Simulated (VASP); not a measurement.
# CdSe (F-43m) in VASP: a series of runs, part 2 of 2

VASP 6.6.1. The steps go on from the part before.

### 3 Single point, PBEsol

This run uses another cell than the first one, of 28.14 Å³/atom.

Contents of INCAR:

```
  PREC = Accurate
  ENCUT = 520
  EDIFF = 1E-6
  ISMEAR = -1
  SIGMA = 0.05
  LREAL = False
  LASPH = True
  NELM = 100
  ALGO = Normal
  ISIF = 2
  LWAVE = False
  LCHARG = True
  GGA = PS
  LELF = True
  LVHAR = True
  NBANDS = 16
```

Contents of KPOINTS:

```
regular mesh
0
Gamma
  8 8 8
```

Contents of POSCAR:

```
CdSe
1.0
    0.0000000000      3.0416953860      3.0416953860
    3.0416953860      0.0000000000      3.0416953860
    3.0416953860      3.0416953860      0.0000000000
Cd Se
1 1
Direct
    0.0000000000      0.0000000000      0.0000000000
    0.2500000000      0.2500000000      0.2500000000
```

Potentials or basis: VASP PAW PBE potentials, release 64 (Cd, Se).

Launch:

```bash
$ cat potpaw_PBE.64/Cd/POTCAR potpaw_PBE.64/Se/POTCAR > POTCAR
$ mpirun -np 1 vasp_std > vasp.out
```

OUTCAR:

```text
PREC = Accurate
   ENCUT = 520
   EDIFF = 1E-6
   ISMEAR = -1
   LREAL = False
   LASPH = True
   NELM = 100
   ISIF = 2
   GGA = PS

 ion  position               nearest neighbor table
   1  0.000  0.000  0.000-   2 2.63   2 2.63   2 2.63   2 2.63
   2  0.250  0.250  0.250-   1 2.63   1 2.63   1 2.63   1 2.63

  LATTYP: Found a face centered cubic cell.
 ALAT       =     6.0833907720

  Lattice vectors:

 A1 = (   0.0000000000,   3.0416953860,   3.0416953860)
 A2 = (   3.0416953860,   0.0000000000,   3.0416953860)
 A3 = (   3.0416953860,   3.0416953860,   0.0000000000)

Analysis of symmetry for initial positions (statically):
=====================================================================
 Subroutine PRICEL returns:
 Original cell was already a primitive cell.

 Routine SETGRP: Setting up the symmetry group for a
 face centered cubic supercell.

 Subroutine GETGRP returns: Found 24 space group operations
 (whereof 24 operations were pure point group operations)
 out of a pool of 48 trial point group operations.

The static configuration has the point symmetry T_d .

Analysis of symmetry for dynamics (positions and initial velocities):
=====================================================================
 Subroutine PRICEL returns:
 Original cell was already a primitive cell.

 Routine SETGRP: Setting up the symmetry group for a
 face centered cubic supercell.

 Subroutine GETGRP returns: Found 24 space group operations
 (whereof 24 operations were pure point group operations)
 out of a pool of 48 trial point group operations.

The dynamic configuration has the point symmetry T_d .

 Subroutine INISYM returns: Found 24 space group operations
 (whereof 24 operations are pure point group operations),
 and found     1 'primitive' translations

----------------------------------------------------------------------------------------

[... 109 lines left out ...]
   IALGO  =     38    algorithm
   IMIX   =      4    mixing-type and parameters
     AMIX     =   0.40;   BMIX     =  1.00
     AMIX_MAG =   1.60;   BMIX_MAG =  1.00
  volume/ion in A,a.u.               =      28.14       189.91
  Fermi-wavevector in a.u.,A,eV,Ry     =   1.119541  2.115625 17.053158  1.253372
  Thomas-Fermi vector in A             =   2.256181
   LORBIT       =      0    0 simple, 1 ext, 2 COOP (PROOUT), +10 PAW based schemes
   GGA     = PS    functional components
   LHFCALC =     F    Hartree Fock is set to
   AEXX    =    0.0000 exact exchange contribution
   IVDW    =     0    specifies the selected vdW correction
   LEPSILON=     F    determine dielectric tensor
   LRPA    =     F    only Hartree local field effects (RPA)
 non-spin polarized calculation
  energy-cutoff  :      520.00
  volume of cell :       56.28
 maximum number of plane-waves:      1540
   NGX = 15   NGY = 15   NGZ = 15

 number of electron      18.0000002 magnetization

 Free energy of the ion-electron system (eV)
  ---------------------------------------------------
  ext. energy  EPLUGINS =         0.00000000
  ---------------------------------------------------
  free energy    TOTEN  =        -6.17710906 eV

  energy without entropy =       -6.17706673  energy(sigma->0) =       -6.17708789

 E-fermi :   1.0874     XC(G=0):  -9.0971

 val. band max:        0.8082115013   @ k =   0.0000   0.0000   0.0000
 cond. band min:       1.2897678562   @ k =   0.0000   0.0000   0.0000
 fundamental gap:      0.4815563548
 Fermi energy:         1.0874203723

 k-point     1 :       0.0000    0.0000    0.0000
  band No.  band energies     occupation
      1     -11.8132      2.00000
      2      -7.1030      2.00000
      3      -7.1030      2.00000
      4      -7.1030      2.00000
      5      -6.7221      2.00000
      6      -6.7221      2.00000
[... 433 lines left out ...]
      3      -6.9461      2.00000
      4      -6.7430      2.00000
      5      -6.7059      2.00000
      6      -6.3416      2.00000
[... 8 lines left out ...]
     15      12.3662      0.00000
     16      13.3443      0.00000

 [... further k-points ...]

------------------------ aborting loop because EDIFF is reached ----------------------------------------

  FORCE on cell =-STRESS in cart. coord.  units (eV):
  Direction    XX          YY          ZZ          XY          YZ          ZX
  --------------------------------------------------------------------------------------
  -------------------------------------------------------------------------------------
  Total        0.1022993      0.1022993      0.1022993     -0.0000000     -0.0000000     -0.0000000
  in kB        2.9120986      2.9120986      2.9120986     -0.0000000     -0.0000000     -0.0000000
  external PRESSURE =       2.9120986 kB  Pullay stress =       0.0000000 kB

 VOLUME and BASIS-vectors are now :
 -----------------------------------------------------------------------------
  energy-cutoff  :      520.00
  volume of cell :       56.28
      direct lattice vectors                 reciprocal lattice vectors
     0.000000000  3.041695386  3.041695386    -0.164382010  0.164382010  0.164382010
     3.041695386  0.000000000  3.041695386     0.164382010 -0.164382010  0.164382010
     3.041695386  3.041695386  0.000000000     0.164382010  0.164382010 -0.164382010

 POSITION                                       TOTAL-FORCE (eV/Angst)
 -----------------------------------------------------------------------------------
      0.00000      0.00000      0.00000         0.000000      0.000000      0.000000
      1.52085      1.52085      1.52085        -0.000000     -0.000000     -0.000000
 -----------------------------------------------------------------------------------
    total drift:                               -0.000000     -0.000000     -0.000000

  FREE ENERGIE OF THE ION-ELECTRON SYSTEM (eV)
  ---------------------------------------------------
  free  energy   TOTEN  =        -6.1771090617 eV

  energy  without entropy=       -6.1770667265  energy(sigma->0) =       -6.17708789
```

OSZICAR:

```text
N       E                     dE             d eps       ncg     rms          rms(c)
DAV:   1     0.106122583431E+03    0.10612E+03   -0.87892E+03   944   0.101E+03
DAV:   2    -0.243699411495E+01   -0.10856E+03   -0.10310E+03  1128   0.245E+02
DAV:   3    -0.653884424424E+01   -0.41019E+01   -0.40956E+01  1088   0.497E+01
DAV:   4    -0.655648250272E+01   -0.17638E-01   -0.17637E-01  1216   0.327E+00
DAV:   5    -0.655659146375E+01   -0.10896E-03   -0.10896E-03  1096   0.221E-01    0.596E+00
DAV:   6    -0.620143030344E+01    0.35516E+00   -0.56950E-01  1368   0.976E+00    0.480E+00
DAV:   7    -0.617842657797E+01    0.23004E-01   -0.12982E-01  1104   0.247E+00    0.217E+00
DAV:   8    -0.617716806135E+01    0.12585E-02   -0.13281E-02  1056   0.141E+00    0.220E-01
DAV:   9    -0.617706406991E+01    0.10399E-03   -0.13843E-03  1152   0.504E-01    0.429E-02
DAV:  10    -0.617708468014E+01   -0.20610E-04   -0.14480E-04  1152   0.155E-01    0.373E-02
DAV:  11    -0.617710952926E+01   -0.24849E-04   -0.43631E-05  1128   0.483E-02    0.161E-02
DAV:  12    -0.617710906173E+01    0.46753E-06   -0.15309E-06   888   0.163E-02
   1 F= -.61771091E+01 E0= -.61770879E+01  d E =-.423353E-04
```

It used 31 s of CPU time on 1 thread of AMD EPYC 7R13 Processor (Zen 3), on a shared host.

What came out:

| Item | Value |
| --- | --- |
| Free energy | -6.1771 eV |
| Pressure | 0.3 GPa |
| Band gap on the k mesh | 0.48 eV |

Caveat: the PAW data sets were made with another functional, which shifts forces and pressure a little.

### 4 Single point, PBEsol

This run uses another cell than the first one, of 28.94 Å³/atom.

Contents of INCAR:

```
PREC     = Accurate       # precision mode
ENCUT    = 520            # plane-wave cutoff, eV
EDIFF    = 1E-6           # SCF threshold, eV
ISMEAR   = 0              # smearing method
SIGMA    = 0.02           # smearing width, eV
LREAL    = False          # projectors in reciprocal space
LASPH    = True           # aspherical terms in the spheres
NELM     = 100            # most SCF steps
ALGO     = Normal         # electronic algorithm
ISIF     = 2              # what is computed and relaxed
LWAVE    = False          # write WAVECAR
LCHARG   = False          # write CHGCAR
GGA      = PS             # functional
NBANDS   = 16             # bands
```

Contents of KPOINTS:

```
Automatic mesh
0
Gamma
  8 8 8
```

Contents of POSCAR:

```
CdSe
1.0
    0.0000000000      3.0702711986      3.0702711986
    3.0702711986      0.0000000000      3.0702711986
    3.0702711986      3.0702711986      0.0000000000
Cd Se
1 1
Direct
    0.0000000000      0.0000000000      0.0000000000
    0.2500000000      0.2500000000      0.2500000000
```

Launch:

```bash
$ cat potpaw_PBE.64/Cd/POTCAR potpaw_PBE.64/Se/POTCAR > POTCAR
$ mpirun -np 1 vasp_std > vasp.out
```

Wall time 40 s (1 thread of AMD EPYC 7R13 (Zen 3), shared host); peak memory 0.15 GiB.

It converged, with:

| Quantity | Value |
| --- | --- |
| Free energy | -6.1729 eV |
| Pressure | -1.1 GPa |
| Band gap on the k mesh | 0.43 eV |

Levels at points of the mesh, in eV from the valence-band top:
| k point | band 6 | band 7 | band 8 | band 9 | band 10 | band 11 | band 12 | band 13 |
| --- | --- | --- | --- | --- | --- | --- | --- | --- |
| (0.00, 0.00, 0.00) | -7.47 | 0.00 | 0.00 | 0.00 | 0.43 | 5.85 | 5.85 | 5.85 |
| (0.50, 0.00, 0.00) | -7.19 | -4.28 | -0.72 | -0.72 | 2.25 | 6.36 | 6.36 | 7.20 |
| (0.50, 0.50, 0.00) | -7.14 | -4.00 | -1.78 | -1.78 | 3.05 | 3.65 | 8.85 | 9.96 |

Caveat: the PAW data sets were made with another functional, which shifts forces and pressure a little.

### 5 Relaxation of cell and atoms, RPBE+D3(BJ)

This run uses another cell than the first one, of 28.94 Å³/atom.

Contents of INCAR:

```
  PREC = Accurate
  ENCUT = 600
  EDIFF = 1E-6
  ISMEAR = -1
  SIGMA = 0.05
  LREAL = False
  LASPH = True
  NELM = 100
  ALGO = Normal
  ISIF = 3
  LWAVE = False
  LCHARG = False
  GGA = RP
  IVDW = 12
  IBRION = 2
  NSW = 80
  EDIFFG = -0.02
```

Contents of KPOINTS:

```
regular mesh
0
Gamma
  8 8 8
```

POSCAR is that of step 4.

Launch:

```bash
$ cat potpaw_PBE.64/Cd/POTCAR potpaw_PBE.64/Se/POTCAR > POTCAR
$ mpirun -np 1 vasp_std > vasp.out
```

Run time: 1.7 min. Hardware: 1 thread of AMD EPYC 7R13 (Zen 3), shared host; peak memory 0.21 GiB.

It converged, with:

```yaml
Free_energy: -7.4015 eV
Relaxed_volume: 26.40 Å³/atom
Relaxed_cell: a = 4.211 Å, b = 4.211 Å, c = 4.211 Å, α = 60.00°, β = 60.00°, γ = 60.00°
Space_group_after_relaxing_to_0.1_Å: F-43m (No. 216)
Energy_gained_by_relaxing: 40.1 meV/atom
Ionic_steps: 3
Pressure_after_relaxing: 0.0 GPa
Band_gap_on_the_k_mesh: 0.92 eV
Dispersion_energy_per_atom: -1.383 eV
```

The path:
```csv
step,energy change (eV),largest force (eV/Å),pressure (GPa),volume (Å³)
1,0.0000,0.0000,-4.65,57.88
2,-0.0694,0.0000,2.15,51.13
3,-0.0803,0.0000,0.01,52.79
```

Final structure:
```xyz
2
Lattice="0.0000 2.9775 2.9775 2.9775 0.0000 2.9775 2.9775 2.9775 0.0000" Properties=species:S:1:pos:R:3 pbc="T T T"
Cd    0.0000    0.0000    0.0000
Se    1.4888    1.4888    1.4888
```

Levels at points of the mesh, in eV from the valence-band top:
| k point | band 6 | band 7 | band 8 | band 9 | band 10 | band 11 | band 12 | band 13 |
| --- | --- | --- | --- | --- | --- | --- | --- | --- |
| (0.00, 0.00, 0.00) | -7.73 | 0.00 | 0.00 | 0.00 | 0.92 | 6.00 | 6.00 | 6.00 |
| (0.50, 0.00, 0.00) | -7.38 | -4.72 | -0.84 | -0.84 | 2.60 | 6.53 | 6.53 | 7.80 |
| (0.50, 0.50, 0.00) | -7.30 | -4.34 | -2.06 | -2.06 | 3.18 | 3.90 | 9.62 | 10.71 |

Caveat: the PAW data sets were made with another functional, which shifts forces and pressure a little.

### 6 Overview

```csv
task,level,cell,cutoff (eV),smearing,gap on the mesh (eV),pressure (GPa)
single point,revPBE+D4,"a = 4.319 Å, angles 60.0°, 2 atoms",520,fermi-dirac 0.05 eV,0.71,0.3
single point,PBEsol,"a = 4.302 Å, angles 60.0°, 2 atoms",520,fermi-dirac 0.05 eV,0.48,0.3
single point,PBEsol,"a = 4.342 Å, angles 60.0°, 2 atoms",520,gaussian 0.02 eV,0.43,-1.1
relaxation of cell and atoms,RPBE+D3(BJ),"relaxed from a = 4.342 Å, angles 60.0°, 2 atoms",600,fermi-dirac 0.05 eV,0.92,0.0
```

Alike in all rows: potentials or basis VASP PAW PBE potentials, release 64 (Cd, Se); no spin polarisation; k mesh 8 × 8 × 8.

Caveats: the PAW data sets were made with another functional, which shifts forces and pressure a little.

Absolute energies hang on the potentials; compare differences alone.
